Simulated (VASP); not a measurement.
TiO2 (spin):

```
Ti O
1.0
    -1.89210    1.89210    4.75730
     1.89210   -1.89210    4.75730
     1.89210    1.89210   -4.75730
Ti O
2 4
Direct
  0.00000 0.00000 0.00000
  0.75000 0.25000 0.50000
  0.20810 0.20810 0.00000
  0.95810 0.45810 0.50000
  0.54190 0.04190 0.50000
  0.79190 0.79190 0.00000
```

| Item | Value |
| --- | --- |
| Program | VASP 6.6.1 |
| Task | relaxation of cell and atoms |
| Functional | PBE |
| Potentials or basis | VASP PAW PBE potentials, release 64 (Ti_sv, O) |
| Cutoff | 600 eV |
| k mesh | 10 × 10 × 10 |
| Occupations | gaussian, width 0.02 eV |
| Spin | no spin polarisation |

At the start: pressure 5.6 GPa; volume 11.35 Å³/atom.

Q: Where does the relaxation end?

A: Over 12 steps the energy falls by 5.7 meV/atom and the volume is 11.69 Å³/atom (+3.0 %); space group I4_1/amd (No. 141, to 0.05 Å).

The path:
```csv
step,energy change (eV),largest force (eV/Å),pressure (GPa),volume (Å³)
1,0.0000,0.1231,5.64,68.13
2,0.0178,0.3182,-6.24,72.14
3,-0.0307,0.0869,0.03,69.86
4,-0.0307,0.0830,0.14,69.83
5,-0.0317,0.0438,0.08,69.91
6,-0.0323,0.0127,-0.01,70.03
7,-0.0330,0.0080,-0.07,70.08
8,-0.0341,0.0044,-0.28,70.22
9,-0.0341,0.0071,-0.32,70.26
10,-0.0341,0.0082,0.25,70.08
11,-0.0342,0.0016,0.02,70.15
12,-0.0342,0.0012,-0.01,70.16
```

Final structure:
```
Ti O
1.0
    -1.90097    1.90097    4.85365
     1.90097   -1.90097    4.85365
     1.90097    1.90097   -4.85365
Ti O
2 4
Direct
  0.00000 0.00000 0.00000
  0.75000 0.25000 0.50000
  0.20649 0.20649 0.00000
  0.95649 0.45649 0.50000
  0.54351 0.04351 0.50000
  0.79351 0.79351 0.00000
```
